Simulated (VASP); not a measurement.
# AlAs (F-43m) in VASP: G0W0 quasiparticle levels with PBE

Aim: the G0W0 quasiparticle levels of AlAs with PBE.

Everything below comes from runs of VASP 6.6.1. Logs are shortened: lines on timing, memory, paths and dates and some standing lists are left out, and cuts for length are marked.

## 1. The cell of the first run

The structure is cubic, space group F-43m (No. 216). Conventional cell: a = 5.661 Å, b = 5.661 Å, c = 5.661 Å, α = 90.00°, β = 90.00°, γ = 90.00°. Within 3.2 Å of Al (site symmetry -43m) lie 4 As at 2.45 Å. Within 3.2 Å of As (site symmetry -43m) lie 4 Al at 2.45 Å.

## 2. G0W0 quasiparticle levels, PBE

The input, POSCAR:

```
AlAs
1.0
    0.0000000000      2.8305000000      2.8305000000
    2.8305000000      0.0000000000      2.8305000000
    2.8305000000      2.8305000000      0.0000000000
Al As
1 1
Direct
    0.0000000000      0.0000000000      0.0000000000
    0.2500000000      0.2500000000      0.2500000000
```

The input, INCAR.step1:

```
PREC = Accurate
ENCUT = 500
EDIFF = 1E-8
ISMEAR = 0
SIGMA = 0.01
LREAL = False
LASPH = True
NELM = 80
ALGO = Normal
LWAVE = True
LCHARG = False
GGA = PE
```

The input, INCAR.step2:

```
PREC = Accurate
ENCUT = 500
EDIFF = 1E-8
ISMEAR = 0
SIGMA = 0.01
LREAL = False
LASPH = True
NELM = 1
ALGO = Exact
LWAVE = True
LCHARG = False
GGA = PE
NBANDS = 1774
LOPTICS = True
ISTART = 1
```

The input, INCAR.step3:

```
PREC = Accurate
ENCUT = 500
EDIFF = 1E-8
ISMEAR = 0
SIGMA = 0.01
LREAL = False
LASPH = True
ALGO = EVGW0
LWAVE = False
LCHARG = False
GGA = PE
NELMGW = 1
NBANDS = 1774
ENCUTGW = 200
NOMEGA = 48
PRECFOCK = Fast
ISTART = 1
NBANDSGW = 12
```

The input, KPOINTS:

```
regular mesh
0
Gamma
  2 2 2
```

Potentials or basis: VASP PAW PBE potentials, release 64 (Al_GW, As_GW).

Launch:

```sh
> cat potpaw_PBE.64/Al_GW/POTCAR potpaw_PBE.64/As_GW/POTCAR > POTCAR
> cp INCAR.step1 INCAR
> mpirun -np 1 vasp_std > vasp.out
> cp INCAR.step2 INCAR
> mpirun -np 1 vasp_std > vasp.out
> cp INCAR.step3 INCAR
> mpirun -np 1 vasp_std > vasp.out
```

OUTCAR:

```text
PREC = Accurate
   ENCUT = 500
   EDIFF = 1E-8
   ISMEAR = 0
   LREAL = False
   LASPH = True
   GGA = PE
   NELMGW = 1
   ENCUTGW = 200
   PRECFOCK = Fast
   ISTART = 1

 ion  position               nearest neighbor table
   1  0.000  0.000  0.000-   2 2.45   2 2.45   2 2.45   2 2.45
   2  0.250  0.250  0.250-   1 2.45   1 2.45   1 2.45   1 2.45

  LATTYP: Found a face centered cubic cell.
 ALAT       =     5.6610000000

  Lattice vectors:

 A1 = (   0.0000000000,   2.8305000000,   2.8305000000)
 A2 = (   2.8305000000,   0.0000000000,   2.8305000000)
 A3 = (   2.8305000000,   2.8305000000,   0.0000000000)

Analysis of symmetry for initial positions (statically):
=====================================================================
 Subroutine PRICEL returns:
 Original cell was already a primitive cell.

 Routine SETGRP: Setting up the symmetry group for a
 face centered cubic supercell.

 Subroutine GETGRP returns: Found 24 space group operations
 (whereof 24 operations were pure point group operations)
 out of a pool of 48 trial point group operations.

The static configuration has the point symmetry T_d .

Analysis of symmetry for dynamics (positions and initial velocities):
=====================================================================
 Subroutine PRICEL returns:
 Original cell was already a primitive cell.

 Routine SETGRP: Setting up the symmetry group for a
 face centered cubic supercell.

 Subroutine GETGRP returns: Found 24 space group operations
 (whereof 24 operations were pure point group operations)
 out of a pool of 48 trial point group operations.

The dynamic configuration has the point symmetry T_d .

 Subroutine INISYM returns: Found 24 space group operations
 (whereof 24 operations are pure point group operations),
 and found     1 'primitive' translations

----------------------------------------------------------------------------------------

[... 66 lines left out ...]
   LSORBIT =      F    spin-orbit coupling
   LASPH  =      T    aspherical Exc in radial PAW
   ENCUT  =  500.0 eV  36.75 Ry    6.06 a.u.   7.30  7.30  7.30*2*pi/ulx,y,z
   NELM   =     60;   NELMIN=  2; NELMDL=  0     # of ELM steps
   EDIFF  = 0.1E-07   stopping-criterion for ELM
   LREAL  =      F    real-space projection
   EDIFFG = 0.1E-06   stopping-criterion for IOM
   NSW    =      0    number of steps for IOM
   IBRION =     -1    ionic relax: 0-MD 1-quasi-New 2-CG
   NFREE  =      0    steps in history (QN), initial steepest desc. (CG)
   ISIF   =      0    stress and relaxation
   ISYM   =      3    0-nonsym 1-usesym 2-fastsym
   POTIM  = 0.5000    time-step for ionic-motion
   TEBEG  =    0.0;   TEEND  =   0.0 temperature during run
   PSTRESS=    0.0 pullay stress
   NELECT =       8.0000    total number of electrons
   NUPDOWN=      -1.0000    fix difference up-down
   EMIN   =  10.00;   EMAX   =-10.00  energy-range for DOS
   EFERMI =   0.00;   METHOD = LEGACY
   ISMEAR =     0;   SIGMA  =   0.01  broadening in eV -4-tet -1-fermi 0-gaus
   EFERMI_NEDOS =   21; number of points for ismear=-14 and -15
   IALGO  =     38    algorithm
   IMIX   =      4    mixing-type and parameters
     AMIX     =   0.40;   BMIX     =  1.00
     AMIX_MAG =   1.60;   BMIX_MAG =  1.00
  volume/ion in A,a.u.               =      22.68       153.03
  Fermi-wavevector in a.u.,A,eV,Ry     =   0.918118  1.734991 11.468895  0.842940
  Thomas-Fermi vector in A             =   2.043163
   LORBIT       =      0    0 simple, 1 ext, 2 COOP (PROOUT), +10 PAW based schemes
   GGA     = PE    functional components
   LHFCALC =     T    Hartree Fock is set to
   PRECFOCK=fast      Normal, Fast or Accurate (Low or Medium for compatibility)
   ENCUT4O =  -1.0   cutoff for four orbital integrals eV
   NKREDX  =     1    reduce k-point grid by
   NKREDY  =     1    reduce k-point grid by
   NKREDZ  =     1    reduce k-point grid by
   AEXX    =    1.0000 exact exchange contribution
   HFSCREEN=    0.0000 screening length (either q_TF or 0.3 A-1)
   HFSCREENC=   0.0000 screening length for correlation (either q_TF or 0.3 A-1)
   ENCUTFOCK=  -1.0 apply spherical cutoff to Coloumb kernel
   IVDW    =     0    specifies the selected vdW correction
   LEPSILON=     F    determine dielectric tensor
   LRPA    =     F    only Hartree local field effects (RPA)
   LRPAFORCE           =     F    calculate RPA forces
   ENCUTGW             = 200.0    cutoff for response function in eV
   ENCUTGWSOFT         = 160.0    soft cutoff for Coulomb kernel in GW response function in eV
   ENCUTLF             =  -1.0    cutoff for local field effects
   NELMGW              =     1    number of iterations in solving QP/BSE equation
   NELMHF              =     1    number of iterations in the inner HF iteration
   NKREDLFX            =     1    NKREDLFY  =   1   NKREDLFZ  =   1
 non-spin polarized calculation
 Gauss-broadening in eV      SIGMA  =   0.01
  energy-cutoff  :      500.00
  volume of cell :       45.35
 maximum number of plane-waves:      1162
 NGX is ok and might be reduce to    30
  NGX = 16; NGY = 16; NGZ = 16
   NGX = 15   NGY = 15   NGZ = 15
 maximum number of plane-waves:       302

 QP shifts <psi_nk| G(iteration)W_0 |psi_nk>: iteration 1
 for sc-GW calculations column KS-energies equals QP-energies in previous step
 and V_xc(KS)=  KS-energies - (<T + V_ion + V_H > + <T+V_H+V_ion>^1  + <V_x>^1)

 k-point   1 :       0.0000    0.0000    0.0000
  band No.  KS-energies  QP-energies   sigma(KS)   V_xc(KS)     V^pw_x(r,r')   Z            occupation Imag(sigma)

      1      -8.1066      -8.7470     -11.8371     -10.8500     -17.7419       0.6488       2.0000       0.9542
      2       3.7612       2.9371     -12.4042     -11.3400     -14.3839       0.7744       2.0000       0.1291
      3       3.7612       2.9371     -12.4042     -11.3400     -14.3839       0.7744       2.0000       0.1291
      4       3.7612       2.9371     -12.4042     -11.3400     -14.3839       0.7744       2.0000       0.1291
      5       5.7755       6.0134      -9.5603      -9.8593      -4.5336       0.7956       0.0000      -0.1394
      6       7.8245       7.8214      -9.0628      -9.0588      -4.0727       0.7693       0.0000      -0.1077
      7       7.8245       7.8214      -9.0628      -9.0588      -4.0727       0.7693       0.0000      -0.1077
      8       7.8245       7.8214      -9.0628      -9.0588      -4.0727       0.7693       0.0000      -0.1077
      9      12.5284      12.1043      -7.7353      -7.1769      -1.9502       0.7595       0.0000      -0.3827
     10      12.5637      12.5844      -9.0150      -9.0414      -3.5736       0.7844       0.0000      -0.1870
     11      12.5637      12.5844      -9.0150      -9.0414      -3.5736       0.7844       0.0000      -0.1870
     12      15.0128      14.6752      -7.8062      -7.3749      -1.8236       0.7830       0.0000      -0.6200
[... 20 lines left out ...]
      1      -6.0410      -6.8274     -12.9346     -11.8348     -17.9197       0.7150       2.0000       0.8232
      2      -1.8216      -2.7524     -11.0666      -9.8331     -13.9492       0.7546       2.0000       0.2120
      3       1.5067       0.6595     -11.5248     -10.4171     -13.7863       0.7649       2.0000       0.1371
      4       1.5067       0.6595     -11.5248     -10.4171     -13.7863       0.7649       2.0000       0.1371
      5       5.0222       4.7712      -7.9822      -7.6617      -3.3702       0.7832       0.0000      -0.1003
      6       5.8976       5.7667      -8.5704      -8.4043      -3.9357       0.7879       0.0000      -0.0869
      7      13.9606      14.0249      -9.5773      -9.6622      -3.3130       0.7561       0.0000      -0.5812
      8      13.9606      14.0249      -9.5773      -9.6622      -3.3130       0.7561       0.0000      -0.5812
      9      15.6025      15.6956      -9.9079     -10.0279      -3.9150       0.7754       0.0000      -0.5519
     10      16.1928      16.2172      -9.7660      -9.7975      -3.8571       0.7749       0.0000      -0.3314
     11      16.1928      16.2172      -9.7660      -9.7975      -3.8571       0.7749       0.0000      -0.3314
     12      16.5627      16.6126      -8.8111      -8.8756      -2.3878       0.7731       0.0000      -0.6749
```

OUTCAR.step1:

```text
PREC = Accurate
   ENCUT = 500
   EDIFF = 1E-8
   ISMEAR = 0
   LREAL = False
[... 231 lines left out ...]
      0.00000      0.00000      0.00000        -0.000000     -0.000000     -0.000000
      1.41525      1.41525      1.41525         0.000000      0.000000      0.000000
 -----------------------------------------------------------------------------------
    total drift:                               -0.000000     -0.000000     -0.000000

  FREE ENERGIE OF THE ION-ELECTRON SYSTEM (eV)
  ---------------------------------------------------
  free  energy   TOTEN  =        -7.3975757817 eV

  energy  without entropy=       -7.3975757817  energy(sigma->0) =       -7.39757578
```

Wall time 2.5 min (1 thread of Intel Xeon Platinum 8259CL at 2.50GHz (Skylake/Cascade Lake), shared host); peak memory 0.54 GiB.

Results:

```yaml
Quasiparticle_gap: 1.83 eV
Least_direct_quasiparticle_gap: 3.08 eV
Band_gap_of_the_starting_levels_on_the_mesh: 1.26 eV
Least_direct_gap_of_the_starting_levels_on_the_mesh: 2.01 eV
```

Caveat: the k points lie up to 0.96 Å⁻¹ apart, too coarse for converged energies, forces and pressures; bands, screening cutoff and mesh are small and nothing is extrapolated, so the quasiparticle values aren't converged.
